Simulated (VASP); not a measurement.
# Mg2C (Fm-3m) in VASP: settings compared

Aim: see how the results for Mg2C move with the level of theory and the settings. Levels: PBE, r2SCAN. Tasks: single point.

Everything below comes from runs of VASP 6.6.1. Logs are shortened: lines on timing, memory, paths and dates and some standing lists are left out, and cuts for length are marked.

## 1. The cell of the first run

It takes space group Fm-3m (No. 225, cubic). Conventional cell: a = 5.395 Å, b = 5.395 Å, c = 5.395 Å, α = 90.00°, β = 90.00°, γ = 90.00°. Within 3.1 Å of C (site symmetry m-3m) lie 8 Mg at 2.34 Å. Within 3.1 Å of Mg (site symmetry -43m) lie 4 C at 2.34 Å and 6 Mg at 2.70 Å.

## 2. Single point, PBE (strain -0.5%)

The input, INCAR:

```
SYSTEM = Mg2C
ALGO = Normal
EDIFF = 1E-7
ENCUT = 520
GGA = PE
ISIF = 2
ISMEAR = -1
LASPH = .True.
LCHARG = .True.
LELF = .True.
LREAL = .False.
LVHAR = .True.
LWAVE = .False.
NBANDS = 11
NELM = 100
PREC = Accurate
SIGMA = 0.02
```

The input, KPOINTS:

```
k-points
0
Gamma
  8 8 8
  0 0 0
```

The input, POSCAR:

```
Mg2C
1.0
    0.0000000000      2.6973878951      2.6973878951
    2.6973878951      0.0000000000      2.6973878951
    2.6973878951      2.6973878951      0.0000000000
C Mg
1 2
Direct
    0.0000000000      0.0000000000      0.0000000000
    0.2500000000      0.2500000000      0.2500000000
    0.7500000000      0.7500000000      0.7500000000
```

Potentials or basis: VASP PAW PBE potentials, release 64 (C, Mg).

On the command line:

```console
cat potpaw_PBE.64/C/POTCAR potpaw_PBE.64/Mg/POTCAR > POTCAR
mpirun -np 1 vasp_std > vasp.out
```

OUTCAR:

```text
SYSTEM = Mg2C
   EDIFF = 1E-7
   ENCUT = 520
   GGA = PE
   ISIF = 2
   ISMEAR = -1
   LASPH = .True.
   LREAL = .False.
   NELM = 100
   PREC = Accurate

 ion  position               nearest neighbor table
   1  0.000  0.000  0.000-   3 2.34   3 2.34   3 2.34   2 2.34   2 2.34   2 2.34   3 2.34   2 2.34

   2  0.250  0.250  0.250-   1 2.34   1 2.34   1 2.34   1 2.34   3 2.70   3 2.70   3 2.70   3 2.70
                             3 2.70   3 2.70
   3  0.750  0.750  0.750-   1 2.34   1 2.34   1 2.34   1 2.34   2 2.70   2 2.70   2 2.70   2 2.70
                             2 2.70   2 2.70

  LATTYP: Found a face centered cubic cell.
 ALAT       =     5.3947757902

  Lattice vectors:

 A1 = (   0.0000000000,   2.6973878951,   2.6973878951)
 A2 = (   2.6973878951,   0.0000000000,   2.6973878951)
 A3 = (   2.6973878951,   2.6973878951,   0.0000000000)

Analysis of symmetry for initial positions (statically):
=====================================================================
 Subroutine PRICEL returns:
 Original cell was already a primitive cell.

 Routine SETGRP: Setting up the symmetry group for a
 face centered cubic supercell.

 Subroutine GETGRP returns: Found 48 space group operations
 (whereof 48 operations were pure point group operations)
 out of a pool of 48 trial point group operations.

The static configuration has the point symmetry O_h .

Analysis of symmetry for dynamics (positions and initial velocities):
=====================================================================
 Subroutine PRICEL returns:
 Original cell was already a primitive cell.

 Routine SETGRP: Setting up the symmetry group for a
 face centered cubic supercell.

 Subroutine GETGRP returns: Found 48 space group operations
 (whereof 48 operations were pure point group operations)
 out of a pool of 48 trial point group operations.

The dynamic configuration has the point symmetry O_h .

 Subroutine INISYM returns: Found 48 space group operations
 (whereof 48 operations are pure point group operations),
 and found     1 'primitive' translations

----------------------------------------------------------------------------------------

                                     Primitive cell

  volume of cell :      39.2519

  direct lattice vectors                    reciprocal lattice vectors
     0.000000000  2.697387895  2.697387895    -0.185364515  0.185364515  0.185364515
     2.697387895  0.000000000  2.697387895     0.185364515 -0.185364515  0.185364515
     2.697387895  2.697387895  0.000000000     0.185364515  0.185364515 -0.185364515

  length of vectors
     3.814682544  3.814682544  3.814682544     0.321060759  0.321060759  0.321060759

  position of ions in fractional coordinates (direct lattice)
     0.000000000  0.000000000  0.000000000
     0.250000000  0.250000000  0.250000000
     0.750000000  0.750000000  0.750000000

  ion indices of the primitive-cell ions
   primitive index   ion index
                 1           1
                 2           2
                 3           3

----------------------------------------------------------------------------------------

 KPOINTS: k-points

Automatic generation of k-mesh.
 Grid dimensions read from file:
 generate k-points for:    8    8    8

 Generating k-lattice:

  Cartesian coordinates                     Fractional coordinates (reciprocal lattice)
    -0.023170564  0.023170564  0.023170564     0.125000000  0.000000000  0.000000000
     0.023170564 -0.023170564  0.023170564     0.000000000  0.125000000  0.000000000
     0.023170564  0.023170564 -0.023170564     0.000000000  0.000000000  0.125000000

  Length of vectors
     0.040132595  0.040132595  0.040132595

  Shift w.r.t. Gamma in fractional coordinates (k-lattice)
     0.000000000  0.000000000  0.000000000

 Subroutine IBZKPT returns following result:
 ===========================================

 Found     29 irreducible k-points:

 Following reciprocal coordinates:
            Coordinates               Weight
  0.000000  0.000000  0.000000      1.000000
  0.125000  0.000000  0.000000      8.000000
  0.250000  0.000000  0.000000      8.000000
  0.375000  0.000000  0.000000      8.000000
  0.500000  0.000000  0.000000      4.000000
  0.125000  0.125000  0.000000      6.000000
[... 16 lines left out ...]
  0.500000  0.250000  0.125000     48.000000
 -0.375000  0.250000  0.125000     24.000000
 [... further k-points ...]
   k-points           NKPTS =     29   k-points in BZ     NKDIM =     29   number of bands    NBANDS=     11
   number of dos      NEDOS =    301   number of ions     NIONS =      3
   total plane-waves  NPLWV =  21952
   dimension x,y,z NGX =    28 NGY =   28 NGZ =   28
   dimension x,y,z NGXF=    56 NGYF=   56 NGZF=   56
   ions per type =               1   2
   NGX,Y,Z   is equivalent  to a cutoff of  12.20, 12.20, 12.20 a.u.
   NGXF,Y,Z  is equivalent  to a cutoff of  24.41, 24.41, 24.41 a.u.
 SYSTEM =  Mg2C
[... 69 lines left out ...]
      5       5.4357      0.00000
      6      10.5519      0.00000
      7      10.5519      0.00000
      8      10.5519      0.00000
      9      13.5829      0.00000
     10      13.5829      0.00000
     11      14.6159      0.00000

 k-point     2 :       0.1250    0.0000    0.0000
  band No.  band energies     occupation
      1      -6.7464      2.00000
      2       2.6970      2.00000
      3       3.7708      2.00000
      4       3.7708      2.00000
      5       6.3253      0.00000
      6      10.4163      0.00000
      7      10.7206      0.00000
      8      10.7206      0.00000
      9      12.5486      0.00000
     10      12.5486      0.00000
     11      14.2685      0.00000

 k-point     3 :       0.2500    0.0000    0.0000
  band No.  band energies     occupation
      1      -6.2821      2.00000
      2       1.0474      2.00000
      3       3.6132      2.00000
      4       3.6132      2.00000
      5       7.1304      0.00000
      6      10.2046      0.00000
      7      10.3876      0.00000
      8      10.3876      0.00000
      9      12.7568      0.00000
     10      12.7568      0.00000
     11      14.0550      0.00000

 k-point     4 :       0.3750    0.0000    0.0000
  band No.  band energies     occupation
      1      -5.6773      2.00000
      2      -0.3407      2.00000
      3       3.4757      2.00000
      4       3.4757      2.00000
      5       7.3764      0.00000
      6       9.7606      0.00000
      7       9.7606      0.00000
      8       9.9487      0.00000
      9      14.2418      0.00000
     10      14.2418      0.00000
     11      14.7139      0.00000

 k-point     5 :       0.5000    0.0000    0.0000
  band No.  band energies     occupation
      1      -5.3489      2.00000
      2      -0.9400      2.00000
      3       3.4235      2.00000
      4       3.4235      2.00000
      5       7.4097      0.00000
      6       9.5221      0.00000
      7       9.5221      0.00000
      8       9.8030      0.00000
      9      15.3290      0.00000
     10      15.4963      0.00000
     11      15.4963      0.00000
[... 211 lines left out ...]
 k-point    21 :       0.5000    0.5000    0.0000
  band No.  band energies     occupation
      1      -4.8542      2.00000
      2      -0.2212      2.00000
      3       2.3081      2.00000
      4       2.3081      2.00000
      5       4.5808      0.00000
      6       8.0587      0.00000
      7      12.9962      0.00000
      8      13.3287      0.00000
      9      13.3287      0.00000
     10      17.3161      0.00000
     11      17.8140      0.00000

 k-point    22 :       0.3750    0.2500    0.1250
  band No.  band energies     occupation
      1      -5.9040      2.00000
      2       0.8233      2.00000
      3       2.5020      2.00000
      4       3.2839      2.00000
      5       7.4255      0.00000
      6       9.5142      0.00000
      7       9.8006      0.00000
      8      11.3802      0.00000
      9      12.0245      0.00000
     10      14.9953      0.00000
     11      16.6211      0.00000

 k-point    23 :       0.5000    0.2500    0.1250
  band No.  band energies     occupation
      1      -5.3752      2.00000
      2      -0.0003      2.00000
      3       1.9994      2.00000
      4       2.9754      2.00000
      5       7.5006      0.00000
      6       9.0250      0.00000
      7      10.5336      0.00000
      8      11.1284      0.00000
      9      12.9596      0.00000
     10      15.2508      0.00000
     11      16.9663      0.00000

 k-point    24 :      -0.3750    0.2500    0.1250
  band No.  band energies     occupation
      1      -5.1026      2.00000
      2      -0.4152      2.00000
      3       1.8720      2.00000
      4       2.8064      2.00000
      5       7.5248      0.00000
      6       8.7740      0.00000
      7      10.9886      0.00000
      8      11.2233      0.00000
      9      13.6429      0.00000
     10      14.5059      0.00000
     11      17.3217      0.00000

 [... further k-points ...]

------------------------ aborting loop because EDIFF is reached ----------------------------------------

  FORCE on cell =-STRESS in cart. coord.  units (eV):
  Direction    XX          YY          ZZ          XY          YZ          ZX
  --------------------------------------------------------------------------------------
  -------------------------------------------------------------------------------------
  Total        0.8217704      0.8217704      0.8217704     -0.0000000      0.0000000      0.0000000
  in kB       33.5429221     33.5429221     33.5429221     -0.0000000      0.0000000      0.0000000
  external PRESSURE =      33.5429221 kB  Pullay stress =       0.0000000 kB

 VOLUME and BASIS-vectors are now :
 -----------------------------------------------------------------------------
  energy-cutoff  :      520.00
  volume of cell :       39.25
      direct lattice vectors                 reciprocal lattice vectors
     0.000000000  2.697387895  2.697387895    -0.185364515  0.185364515  0.185364515
     2.697387895  0.000000000  2.697387895     0.185364515 -0.185364515  0.185364515
     2.697387895  2.697387895  0.000000000     0.185364515  0.185364515 -0.185364515

 POSITION                                       TOTAL-FORCE (eV/Angst)
 -----------------------------------------------------------------------------------
      0.00000      0.00000      0.00000        -0.000000      0.000000      0.000000
      1.34869      1.34869      1.34869         0.000000     -0.000000      0.000000
      4.04608      4.04608      4.04608         0.000000      0.000000     -0.000000
 -----------------------------------------------------------------------------------
    total drift:                               -0.000000     -0.000000      0.000000

  FREE ENERGIE OF THE ION-ELECTRON SYSTEM (eV)
  ---------------------------------------------------
  free  energy   TOTEN  =       -11.4716327443 eV

  energy  without entropy=      -11.4716327442  energy(sigma->0) =      -11.47163274
```

Run time: 7.7 s. Hardware: 1 thread of AMD EPYC 9R45 (Zen 5), shared host; peak memory 0.13 GiB.

Results:

```yaml
Free_energy: -11.4716 eV
Pressure: 3.4 GPa
Band_gap_on_the_k_mesh: 0.74 eV, indirect (least direct gap 1.59 eV)
```

Caveat: the cell differs from its parent crystal (strain -0.5%). A k mesh can miss the band edges.

## 3. Single point, PBE

This run uses another cell than the first one, of 13.28 Å³/atom, 1.015 times its volume.

The input, INCAR:

```
PREC = Accurate
ENCUT = 520
EDIFF = 1E-7
ISMEAR = -1
SIGMA = 0.02
LREAL = F
LASPH = T
NELM = 80
ALGO = Normal
ISIF = 2
LWAVE = F
LCHARG = F
GGA = PE
NBANDS = 11
```

The input, KPOINTS:

```
Automatic mesh
0
Gamma
  8 8 8
```

The input, POSCAR:

```
Mg2C
1.0
    0.0000000000      2.7109426082      2.7109426082
    2.7109426082      0.0000000000      2.7109426082
    2.7109426082      2.7109426082      0.0000000000
C Mg
1 2
Direct
    0.0000000000      0.0000000000      0.0000000000
    0.2500000000      0.2500000000      0.2500000000
    0.7500000000      0.7500000000      0.7500000000
```

Potentials or basis: VASP PAW PBE potentials, release 64 (C, Mg).

On the command line:

```console
cat potpaw_PBE.64/C/POTCAR potpaw_PBE.64/Mg/POTCAR > POTCAR
mpirun -np 1 vasp_std > vasp.out
```

Wall time 8.2 s (1 thread of AMD EPYC 9R45 (Zen 5), shared host); peak memory 0.14 GiB.

Results (log left out):

```
Free energy            : -11.4813 eV
Pressure               : 1.8 GPa
Band gap on the k mesh : 0.74 eV, indirect (least direct gap 1.50 eV)
```

Levels at points of the mesh, in eV from the valence-band top:
```
           k point  band 1  band 2  band 3  band 4  band 5  band 6  band 7  band 8
(0.00, 0.00, 0.00)  -10.70    0.00    0.00    0.00    1.50    6.61    6.61    6.61
(0.50, 0.00, 0.00)   -9.16   -4.75   -0.42   -0.42    3.45    5.62    5.62    5.90
(0.50, 0.50, 0.00)   -8.68   -4.04   -1.53   -1.53    0.74    4.13    9.00    9.37
```

A k mesh can miss the band edges. Expect the measured gap to be larger: semilocal functionals such as PBE lack the derivative discontinuity.

## 4. Single point, r2SCAN (strain -0.5%)

The input, POSCAR:

```
Mg2C
1.0
    0.0000000000      2.6973878951      2.6973878951
    2.6973878951      0.0000000000      2.6973878951
    2.6973878951      2.6973878951      0.0000000000
C Mg
1 2
Direct
    0.0000000000      0.0000000000      0.0000000000
    0.2500000000      0.2500000000      0.2500000000
    0.7500000000      0.7500000000      0.7500000000
```

The input, INCAR.step1:

```
SYSTEM = Mg2C
  PREC = Accurate
  ENCUT = 520
  ISMEAR = 0
  SIGMA = 0.01
  LREAL = .FALSE.
  LASPH = .TRUE.
  NELM = 60
  NBANDS = 11
  GGA = PE
  ALGO = Normal
  EDIFF = 1E-4
  LWAVE = .TRUE.
  LCHARG = .FALSE.
```

The input, INCAR.step2:

```
SYSTEM = Mg2C
  PREC = Accurate
  ENCUT = 520
  EDIFF = 1E-6
  ISMEAR = 0
  SIGMA = 0.01
  LREAL = .FALSE.
  LASPH = .TRUE.
  NELM = 60
  ALGO = Normal
  ISIF = 2
  LWAVE = .FALSE.
  LCHARG = .FALSE.
  METAGGA = R2SCAN
  LMIXTAU = .TRUE.
  NBANDS = 11
  ISTART = 1
```

The input, KPOINTS:

```
Automatic mesh
0
G
  8 8 8
  0 0 0
```

On the command line:

```console
cat potpaw_PBE.64/C/POTCAR potpaw_PBE.64/Mg/POTCAR > POTCAR
cp INCAR.step1 INCAR
mpirun -np 1 vasp_std > vasp.out
cp INCAR.step2 INCAR
mpirun -np 1 vasp_std > vasp.out
```

Run time: 28 s. Hardware: 1 thread of AMD EPYC 9R45 (Zen 5), shared host; peak memory 0.14 GiB.

The run converged. Its results:

```yaml
Free_energy: -17.8061 eV
Pressure: 1.1 GPa
Band_gap_on_the_k_mesh: 1.11 eV, indirect (least direct gap 2.06 eV)
```

Levels at points of the mesh, in eV from the valence-band top:
| k point | band 2 | band 3 | band 4 | band 5 | band 6 | band 7 |
| --- | --- | --- | --- | --- | --- | --- |
| (0.00, 0.00, 0.00) | 0.00 | 0.00 | 0.00 | 2.06 | 7.31 | 7.31 |
| (0.50, 0.00, 0.00) | -4.85 | -0.43 | -0.43 | 4.15 | 6.18 | 6.18 |
| (0.50, 0.50, 0.00) | -4.12 | -1.58 | -1.58 | 1.11 | 4.85 | 10.11 |

Caveat: the cell differs from its parent crystal (strain -0.5%); the PAW data sets were made with another functional, which shifts forces and pressure a little. A k mesh can miss the band edges.

## 5. Single point, r2SCAN

This run uses another cell than the first one, of 13.28 Å³/atom, 1.015 times its volume.

The input, POSCAR:

```
Mg2C
1.0
    0.0000000000      2.7109426082      2.7109426082
    2.7109426082      0.0000000000      2.7109426082
    2.7109426082      2.7109426082      0.0000000000
C Mg
1 2
Direct
    0.0000000000      0.0000000000      0.0000000000
    0.2500000000      0.2500000000      0.2500000000
    0.7500000000      0.7500000000      0.7500000000
```

The input, INCAR.step1:

```
SYSTEM = Mg2C
PREC = Accurate
ENCUT = 520
ISMEAR = 0
SIGMA = 0.01
LREAL = .FALSE.
LASPH = .TRUE.
NELM = 100
NBANDS = 11
GGA = PE
ALGO = Normal
EDIFF = 1E-4
LWAVE = .TRUE.
LCHARG = .FALSE.
```

The input, INCAR.step2:

```
SYSTEM = Mg2C
PREC = Accurate
ENCUT = 520
EDIFF = 1E-6
ISMEAR = 0
SIGMA = 0.01
LREAL = .FALSE.
LASPH = .TRUE.
NELM = 100
ALGO = Normal
ISIF = 2
LWAVE = .FALSE.
LCHARG = .FALSE.
METAGGA = R2SCAN
LMIXTAU = .TRUE.
NBANDS = 11
ISTART = 1
```

The input, KPOINTS:

```
regular mesh
0
G
  8 8 8
  0 0 0
```

On the command line:

```console
cat potpaw_PBE.64/C/POTCAR potpaw_PBE.64/Mg/POTCAR > POTCAR
cp INCAR.step1 INCAR
mpirun -np 1 vasp_std > vasp.out
cp INCAR.step2 INCAR
mpirun -np 1 vasp_std > vasp.out
```

Wall time 32 s (1 thread of AMD EPYC 9R45 (Zen 5), shared host); peak memory 0.14 GiB.

It converged, with:

```yaml
Free_energy: -17.8077 eV
Pressure: -0.4 GPa
Band_gap_on_the_k_mesh: 1.11 eV, indirect (least direct gap 1.95 eV)
```

Levels at points of the mesh, in eV from the valence-band top:
```tsv
k point	band 1	band 2	band 3	band 4	band 5	band 6	band 7	band 8
(0.00, 0.00, 0.00)	-11.29	0.00	0.00	0.00	1.95	7.21	7.21	7.21
(0.50, 0.00, 0.00)	-9.78	-4.81	-0.43	-0.43	4.03	6.12	6.12	6.63
(0.50, 0.50, 0.00)	-9.29	-4.09	-1.58	-1.58	1.11	4.76	9.96	10.24
```

Caveat: the PAW data sets were made with another functional, which shifts forces and pressure a little. A k mesh can miss the band edges.

## 6. The runs side by side

| level | cell | smearing | gap on the mesh (eV) | pressure (GPa) |
| --- | --- | --- | --- | --- |
| PBE | a = 3.815 Å, angles 60.0°, 3 atoms | fermi-dirac 0.02 eV | 0.74 | 3.4 |
| PBE | a = 3.834 Å, angles 60.0°, 3 atoms | fermi-dirac 0.02 eV | 0.74 | 1.8 |
| r2SCAN | a = 3.815 Å, angles 60.0°, 3 atoms | gaussian 0.01 eV | 1.11 | 1.1 |
| r2SCAN | a = 3.834 Å, angles 60.0°, 3 atoms | gaussian 0.01 eV | 1.11 | -0.4 |

Alike in all rows: task single point; potentials or basis VASP PAW PBE potentials, release 64 (C, Mg); no spin polarisation; k mesh 8 × 8 × 8; cutoff (eV) 520.

Caveats: the PAW data sets were made with another functional, which shifts forces and pressure a little (some runs).

Total energies depend on the potentials used, so only differences within one code and one set of settings carry meaning.
